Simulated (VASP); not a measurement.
Set up this calculation in VASP 6.6.1, as the native input.

- Task: single point
- Functional: PBE
- Potentials or basis: VASP PAW PBE potentials, release 64 (Eu, Os)
- Cutoff: 520 eV
- k mesh: 8 × 8 × 8
- Occupations: gaussian, width 0.05 eV
- Spin: collinear spin, ferromagnetic start
- Starting moments: [6.73, 0.0, 0.0, 0.0] μB
- Dipole correction: no
- Further INCAR settings: ALGO = Normal; EDIFF = 1e-06; NBANDS = 32

The structure of EuOs3 lies in POSCAR:

```
EuOs3
1.0
    4.0634282070      0.0203171410      0.0000000000
    0.0203171410      4.0634282070      0.0000000000
    0.0000000000      0.0000000000      4.0634282070
Eu Os
1 3
Direct
    0.0000000000      0.0000000000      0.0000000000
    0.0000000000      0.5000000000      0.5000000000
    0.5000000000      0.5000000000      0.0000000000
    0.5000000000      0.0000000000      0.5000000000
```

These files were run (other wordings do the same):

INCAR

```
PREC = Accurate ; ENCUT = 520
EDIFF = 1E-6 ; ISMEAR = 0
SIGMA = 0.05 ; LREAL = False
LASPH = True ; NELM = 150
ALGO = Normal ; ISIF = 2
LWAVE = False ; LCHARG = False
ISPIN = 2 ; MAGMOM = 6.73 0 0 0
LORBIT = 11 ; LMAXMIX = 6
GGA = PE ; NBANDS = 32
```

KPOINTS

```
regular mesh
0
Gamma
  8 8 8
```

Potentials or basis: VASP PAW PBE potentials, release 64 (Eu, Os).

Launch:

```console
$ cat potpaw_PBE.64/Eu/POTCAR potpaw_PBE.64/Os/POTCAR > POTCAR
$ mpirun -np 1 vasp_std > vasp.out
```

Results of the run:

The pressure is 0.8 GPa. The net moment is -5.40 μB per cell and the site moments are Eu -6.07; Os +0.30 μB. The valence electrons inside the program's atomic spheres are Eu 15.02; Os 7.12.

Run time: 29 min on 1 thread of AMD EPYC 7R13 (shared host), peak memory 0.48 GiB.
